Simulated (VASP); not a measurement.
# CdSe: single point with r2SCAN

The system is CdSe.

```xyz
2
Lattice="3.0974 3.0974 0.0000 -3.0974 3.0974 0.0000 0.0000 3.0974 3.0484" Properties=species:S:1:pos:R:3 pbc="T T T"
Cd    0.0000    0.0000    0.0000
Se    1.5487    4.6462    1.5242
```

This cell differs from its parent crystal: in-plane strain +0.01.

- Program: VASP 6.6.1
- Task: single point
- Functional: r2SCAN
- Potentials or basis: VASP PAW PBE potentials, release 64 (Cd, Se)
- Cutoff: 520 eV
- k mesh: 6 × 6 × 6
- Occupations: gaussian, width 0.01 eV
- Spin: no spin polarisation

```json
{"Pressure": "-0.5 GPa", "Band gap on the k mesh": "0.96 eV"}
```

Stress tensor (GPa, compression positive):
```
-0.56  0.00  0.00
 0.00 -0.56  0.00
 0.00  0.00 -0.28
```

Levels at points of the mesh, in eV from the valence-band top:
```
           k point  band 7  band 8  band 9  band 10  band 11  band 12
(0.00, 0.00, 0.00)   -0.05   -0.05    0.00     0.96     6.43     6.44
(0.50, 0.00, 0.00)   -4.23   -0.77   -0.70     2.77     6.83     6.94
(0.50, 0.50, 0.00)   -3.97   -1.77   -1.75     3.51     4.13     9.41
(0.00, 0.00, 0.50)   -3.88   -1.83   -1.83     3.46     3.99     9.56
```

Wall time 3.1 min on 1 thread of Intel Xeon 8259CL, on a shared host, peak memory 0.22 GiB.

Caveat: the cell differs from its parent crystal (in-plane strain +0.01); the PAW data sets were made with another functional, which shifts forces and pressure a little.
